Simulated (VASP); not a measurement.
# HfN (Fm-3m) in VASP: further runs

Runs on HfN. Level: PBEsol. Tasks: relaxation of cell and atoms.

Program: VASP 6.6.1. These are calculated values, not measurements. Logs are shortened: lines on timing, memory, paths and dates and some standing lists are left out, and cuts for length are marked.

## (1) The cell of the first run

It takes space group Fm-3m (No. 225, cubic). The conventional cell has a = 4.512 Å, b = 4.512 Å, c = 4.512 Å, α = 90.00°, β = 90.00°, γ = 90.00°. Hf (site symmetry m-3m) has 6 N at 2.26 Å within 3.0 Å. N (site symmetry m-3m) has 6 Hf at 2.26 Å within 3.0 Å.

## (2) Relaxation of cell and atoms, PBEsol, target pressure 10 GPa, at which the enthalpy is minimised

INCAR reads:

```
SYSTEM = HfN
  PREC = Accurate
  ENCUT = 600
  EDIFF = 1E-6
  ISMEAR = 1
  SIGMA = 0.1
  LREAL = .FALSE.
  LASPH = .TRUE.
  NELM = 100
  ALGO = Normal
  ISIF = 3
  LWAVE = .FALSE.
  LCHARG = .FALSE.
  GGA = PS
  IBRION = 2
  NSW = 60
  EDIFFG = -0.02
  PSTRESS = 100.0
```

KPOINTS reads:

```
regular mesh
0
G
  9 9 9
  0 0 0
```

POSCAR reads:

```
HfN
1.0
    0.0000000000      2.2560000000      2.2560000000
    2.2560000000      0.0000000000      2.2560000000
    2.2560000000      2.2560000000      0.0000000000
Hf N
1 1
Direct
    0.0000000000      0.0000000000      0.0000000000
    0.5000000000      0.5000000000      0.5000000000
```

Potentials or basis: VASP PAW PBE potentials, release 64 (Hf_pv, N).

On the command line:

```console
> cat potpaw_PBE.64/Hf_pv/POTCAR potpaw_PBE.64/N/POTCAR > POTCAR
> mpirun -np 1 vasp_std > vasp.out
```

OUTCAR:

```text
SYSTEM = HfN
   PREC = Accurate
   ENCUT = 600
   EDIFF = 1E-6
   ISMEAR = 1
   LREAL = .FALSE.
   LASPH = .TRUE.
   NELM = 100
   ISIF = 3
   GGA = PS
   IBRION = 2
   NSW = 60
   EDIFFG = -0.02
   PSTRESS = 100.0

 ion  position               nearest neighbor table
   1  0.000  0.000  0.000-   2 2.26   2 2.26   2 2.26   2 2.26   2 2.26   2 2.26
   2  0.500  0.500  0.500-   1 2.26   1 2.26   1 2.26   1 2.26   1 2.26   1 2.26

  LATTYP: Found a face centered cubic cell.
 ALAT       =     4.5120000000

  Lattice vectors:

 A1 = (   0.0000000000,   2.2560000000,   2.2560000000)
 A2 = (   2.2560000000,   0.0000000000,   2.2560000000)
 A3 = (   2.2560000000,   2.2560000000,   0.0000000000)

Analysis of symmetry for initial positions (statically):
=====================================================================
 Subroutine PRICEL returns:
 Original cell was already a primitive cell.

 Routine SETGRP: Setting up the symmetry group for a
 face centered cubic supercell.

 Subroutine GETGRP returns: Found 48 space group operations
 (whereof 48 operations were pure point group operations)
 out of a pool of 48 trial point group operations.

The static configuration has the point symmetry O_h .

Analysis of symmetry for dynamics (positions and initial velocities):
=====================================================================
 Subroutine PRICEL returns:
 Original cell was already a primitive cell.

 Routine SETGRP: Setting up the symmetry group for a
 face centered cubic supercell.

 Subroutine GETGRP returns: Found 48 space group operations
 (whereof 48 operations were pure point group operations)
 out of a pool of 48 trial point group operations.

The dynamic configuration has the point symmetry O_h .

 Subroutine INISYM returns: Found 48 space group operations
 (whereof 48 operations are pure point group operations),
 and found     1 'primitive' translations

----------------------------------------------------------------------------------------

                                     Primitive cell

  volume of cell :      22.9640

  direct lattice vectors                    reciprocal lattice vectors
     0.000000000  2.256000000  2.256000000    -0.221631206  0.221631206  0.221631206
     2.256000000  0.000000000  2.256000000     0.221631206 -0.221631206  0.221631206
     2.256000000  2.256000000  0.000000000     0.221631206  0.221631206 -0.221631206

  length of vectors
     3.190465797  3.190465797  3.190465797     0.383876509  0.383876509  0.383876509

  position of ions in fractional coordinates (direct lattice)
     0.000000000  0.000000000  0.000000000
     0.500000000  0.500000000  0.500000000

  ion indices of the primitive-cell ions
   primitive index   ion index
                 1           1
                 2           2

----------------------------------------------------------------------------------------

 KPOINTS: regular mesh

Automatic generation of k-mesh.
 Grid dimensions read from file:
 generate k-points for:    9    9    9

 Generating k-lattice:

  Cartesian coordinates                     Fractional coordinates (reciprocal lattice)
    -0.024625690  0.024625690  0.024625690     0.111111111  0.000000000  0.000000000
     0.024625690 -0.024625690  0.024625690     0.000000000  0.111111111  0.000000000
     0.024625690  0.024625690 -0.024625690     0.000000000  0.000000000  0.111111111

  Length of vectors
     0.042652945  0.042652945  0.042652945

  Shift w.r.t. Gamma in fractional coordinates (k-lattice)
     0.000000000  0.000000000  0.000000000

 Subroutine IBZKPT returns following result:
 ===========================================

 Found     35 irreducible k-points:

 Following reciprocal coordinates:
            Coordinates               Weight
  0.000000  0.000000  0.000000      1.000000
  0.111111  0.000000  0.000000      8.000000
  0.222222  0.000000  0.000000      8.000000
  0.333333  0.000000  0.000000      8.000000
  0.444444  0.000000  0.000000      8.000000
  0.111111  0.111111  0.000000      6.000000
[... 16 lines left out ...]
 -0.333333  0.333333  0.000000     12.000000
  0.444444  0.444444  0.000000      6.000000
 [... further k-points ...]
   k-points           NKPTS =     35   k-points in BZ     NKDIM =     35   number of bands    NBANDS=     11
   number of dos      NEDOS =    301   number of ions     NIONS =      2
   total plane-waves  NPLWV =  21952
   dimension x,y,z NGX =    28 NGY =   28 NGZ =   28
   dimension x,y,z NGXF=    56 NGYF=   56 NGZF=   56
   ions per type =               1   1
   NGX,Y,Z   is equivalent  to a cutoff of  14.59, 14.59, 14.59 a.u.
   NGXF,Y,Z  is equivalent  to a cutoff of  29.18, 29.18, 29.18 a.u.
 SYSTEM =  HfN
   PREC   = accura    normal or accurate (medium, high low for compatibility)
   ISTART =      0    job   : 0-new  1-cont  2-samecut
   ICHARG =      2    charge: 1-file 2-atom 10-const
   ISPIN  =      1    spin polarized calculation?
   LNONCOLLINEAR =      F non collinear calculations
   LSORBIT =      F    spin-orbit coupling
   LASPH  =      T    aspherical Exc in radial PAW
   ENCUT  =  600.0 eV  44.10 Ry    6.64 a.u.   6.37  6.37  6.37*2*pi/ulx,y,z
   NELM   =    100;   NELMIN=  2; NELMDL= -5     # of ELM steps
   EDIFF  = 0.1E-05   stopping-criterion for ELM
   LREAL  =      F    real-space projection
   EDIFFG = -.2E-01   stopping-criterion for IOM
   NSW    =     60    number of steps for IOM
   IBRION =      2    ionic relax: 0-MD 1-quasi-New 2-CG
   NFREE  =      1    steps in history (QN), initial steepest desc. (CG)
   ISIF   =      3    stress and relaxation
   ISYM   =      2    0-nonsym 1-usesym 2-fastsym
   POTIM  = 0.5000    time-step for ionic-motion
   TEBEG  =    0.0;   TEEND  =   0.0 temperature during run
   PSTRESS=  100.0 pullay stress
   NELECT =      15.0000    total number of electrons
   NUPDOWN=      -1.0000    fix difference up-down
   EMIN   =  10.00;   EMAX   =-10.00  energy-range for DOS
   EFERMI =   0.00;   METHOD = LEGACY
   ISMEAR =     1;   SIGMA  =   0.10  broadening in eV -4-tet -1-fermi 0-gaus
   EFERMI_NEDOS =   21; number of points for ismear=-14 and -15
   IALGO  =     38    algorithm
   IMIX   =      4    mixing-type and parameters
     AMIX     =   0.40;   BMIX     =  1.00
     AMIX_MAG =   1.60;   BMIX_MAG =  1.00
  volume/ion in A,a.u.               =      11.48        77.48
  Fermi-wavevector in a.u.,A,eV,Ry     =   1.420440  2.684242 27.451783  2.017649
  Thomas-Fermi vector in A             =   2.541355
   LORBIT       =      0    0 simple, 1 ext, 2 COOP (PROOUT), +10 PAW based schemes
   GGA     = PS    functional components
   LHFCALC =     F    Hartree Fock is set to
   AEXX    =    0.0000 exact exchange contribution
   IVDW    =     0    specifies the selected vdW correction
   LEPSILON=     F    determine dielectric tensor
   LRPA    =     F    only Hartree local field effects (RPA)
 conjugate gradient relaxation of ions
 non-spin polarized calculation
 Methfessel and Paxton  Order N= 1 SIGMA  =   0.10
  energy-cutoff  :      600.00
  volume of cell :       22.96
 maximum number of plane-waves:       779
 NGX is ok and might be reduce to    28
   NGX = 13   NGY = 13   NGZ = 13

--------------------------------------- Ionic step        1  -------------------------------------------

 number of electron      15.0000002 magnetization

 Free energy of the ion-electron system (eV)
  ---------------------------------------------------
  ext. energy  EPLUGINS =         0.00000000
  ---------------------------------------------------
  free energy    TOTEN  =       -22.99757121 eV

  energy without entropy =      -22.99607280  energy(sigma->0) =      -22.99707174

------------------------ aborting loop because EDIFF is reached ----------------------------------------

  FORCE on cell =-STRESS in cart. coord.  units (eV):
  Direction    XX          YY          ZZ          XY          YZ          ZX
  --------------------------------------------------------------------------------------
  -------------------------------------------------------------------------------------
  Total       -0.6046531     -0.6046531     -0.6046531      0.0000000      0.0000000      0.0000000
  in kB      -42.1861233    -42.1861233    -42.1861233      0.0000000      0.0000000      0.0000000
  external PRESSURE =    -142.1861233 kB  Pullay stress =     100.0000000 kB
[... 99 lines left out ...]
  enthalpy is  TOTEN    =       -21.6127751894 eV   P V=        1.3700816493

--------------------------------------- Ionic step        4  -------------------------------------------

 number of electron      15.0000000 magnetization

 Free energy of the ion-electron system (eV)
  ---------------------------------------------------
  ext. energy  EPLUGINS =         0.00000000
  ---------------------------------------------------
  free energy    TOTEN  =       -22.98082316 eV

  energy without entropy =      -22.97921733  energy(sigma->0) =      -22.98028788

 E-fermi :   8.6255     XC(G=0): -13.1614

 val. band max:        8.6173129616   @ k =   0.4444   0.2222   0.1111
 cond. band min:       8.6737501175   @ k =   0.1111   0.0000   0.0000
 fundamental gap:      0.0564371559
 Fermi energy:         8.6254759359

 k-point     1 :       0.0000    0.0000    0.0000
  band No.  band energies     occupation
      1     -22.2098      2.00000
      2     -22.2098      2.00000
      3     -22.2098      2.00000
      4      -9.0831      2.00000
      5       5.6168      2.00000
      6       5.6168      2.00000
      7       5.6168      2.00000
      8       8.2494      2.00000
      9       8.2494      2.00000
     10       8.2494      2.00000
     11      10.9685      0.00000
[... 309 lines left out ...]
 k-point    24 :       0.4444    0.4444    0.0000
  band No.  band energies     occupation
      1     -23.1489      2.00000
      2     -22.5714      2.00000
      3     -22.5714      2.00000
      4      -7.9094      2.00000
      5       3.0439      2.00000
      6       4.6510      2.00000
      7       4.9510      2.00000
      8       4.9510      2.00000
      9      12.9329      0.00000
     10      14.5132      0.00000
     11      14.5155      0.00000

 [... further k-points ...]

------------------------ aborting loop because EDIFF is reached ----------------------------------------

  FORCE on cell =-STRESS in cart. coord.  units (eV):
  Direction    XX          YY          ZZ          XY          YZ          ZX
  --------------------------------------------------------------------------------------
  -------------------------------------------------------------------------------------
  Total        1.3611160      1.3611160      1.3611160     -0.0000000     -0.0000000      0.0000000
  in kB       99.4981924     99.4981924     99.4981924     -0.0000000     -0.0000000      0.0000000
  external PRESSURE =      -0.5018076 kB  Pullay stress =     100.0000000 kB
[... 17 lines left out ...]
  FREE ENERGIE OF THE ION-ELECTRON SYSTEM (eV)
  ---------------------------------------------------
  free  energy   TOTEN  =       -22.9808231616 eV

  energy  without entropy=      -22.9792173305  energy(sigma->0) =      -22.98028788

  enthalpy is  TOTEN    =       -21.6128425688 eV   P V=        1.3679805927

 reached required accuracy - stopping structural energy minimisation
```

It took 53 s on 1 thread of AMD EPYC 7R43 (Zen 3), shared host; peak memory 0.13 GiB.

Results:

* Free energy: -22.9808 eV
* Relaxed volume: 10.96 Å³/atom
* Relaxed cell: a = 3.141 Å, b = 3.141 Å, c = 3.141 Å, α = 60.00°, β = 60.00°, γ = 60.00°
* Space group after relaxing (to 0.05 Å): Fm-3m (No. 225)
* Energy change on relaxing (the enthalpy is what falls): +8.4 meV/atom
* Ionic steps: 4
* Pressure after relaxing: 9.9 GPa

Step by step:
```csv
step,energy change (eV),largest force (eV/Å),pressure (GPa),volume (Å³)
1,0.0000,0.0000,-4.22,22.96
2,0.4222,0.0000,53.57,19.74
3,0.0147,0.0000,9.41,21.95
4,0.0167,0.0000,9.95,21.92
```

Final structure:
```
Hf N
1.0
     0.00000    2.22120    2.22120
     2.22120    0.00000    2.22120
     2.22120    2.22120    0.00000
Hf N
1 1
Direct
  0.00000 0.00000 0.00000
  0.50000 0.50000 0.50000
```

Levels at points of the mesh, in eV from the Fermi level:
```csv
k point,band 6,band 7,band 8,band 9,band 10,band 11
"(0.00, 0.00, 0.00)",-3.01,-3.01,-0.38,-0.38,-0.38,2.34
```

Caveat: the cell is relaxed towards a set pressure, so the enthalpy falls and the energy may rise; the PAW data sets were made with another functional, which shifts forces and pressure a little; spin-orbit coupling is left out, which moves the levels of the heavy elements.

## (3) Relaxation of cell and atoms, PBEsol, target pressure 20 GPa, at which the enthalpy is minimised

INCAR reads:

```
SYSTEM = HfN
PREC = Accurate
ENCUT = 600
EDIFF = 1E-7
ISMEAR = 1
SIGMA = 0.1
LREAL = .False.
LASPH = .True.
NELM = 60
ALGO = Normal
ISIF = 3
LWAVE = .False.
LCHARG = .False.
GGA = PS
IBRION = 2
NSW = 60
EDIFFG = -0.02
PSTRESS = 200.0
```

KPOINTS reads:

```
Automatic mesh
0
Gamma
  9 9 9
  0 0 0
```

POSCAR is that of step 2.

Potentials or basis: VASP PAW PBE potentials, release 64 (Hf_pv, N).

On the command line:

```console
> cat potpaw_PBE.64/Hf_pv/POTCAR potpaw_PBE.64/N/POTCAR > POTCAR
> mpirun -np 1 vasp_std > vasp.out
```

It took 76 s on 1 thread of AMD EPYC 7R43 (Zen 3), shared host; peak memory 0.14 GiB.

It converged, with:

- Free energy: -22.9230 eV
- Relaxed volume: 10.65 Å³/atom
- Relaxed cell: a = 3.111 Å, b = 3.111 Å, c = 3.111 Å, α = 60.00°, β = 60.00°, γ = 60.00°
- Space group after relaxing (to 0.05 Å): Fm-3m (No. 225)
- Energy change on relaxing (the enthalpy is what falls): +37.3 meV/atom
- Ionic steps: 5
- Pressure after relaxing: 20.2 GPa

Step by step:
```
step  energy change (eV)  largest force (eV/Å)  pressure (GPa)  volume (Å³)
   1              0.0000                0.0000           -4.21        22.96
   2              1.5296                0.0000          123.44        17.67
   3              0.0601                0.0000           18.04        21.42
   4              0.0706                0.0000           19.60        21.33
   5              0.0746                0.0000           20.16        21.30
```

Final structure:
```xyz
2
Lattice="0.0000 2.2000 2.2000 2.2000 0.0000 2.2000 2.2000 2.2000 0.0000" Properties=species:S:1:pos:R:3 pbc="T T T"
Hf    0.0000    0.0000    0.0000
N     2.2000    2.2000    2.2000
```

Levels at points of the mesh, in eV from the Fermi level:
```csv
k point,band 6,band 7,band 8,band 9,band 10,band 11
"(0.00, 0.00, 0.00)",-3.04,-3.04,-0.39,-0.39,-0.39,2.17
```

Caveat: the cell is relaxed towards a set pressure, so the enthalpy falls and the energy may rise; the PAW data sets were made with another functional, which shifts forces and pressure a little; spin-orbit coupling is left out, which moves the levels of the heavy elements.

[end of part 1 of 2]
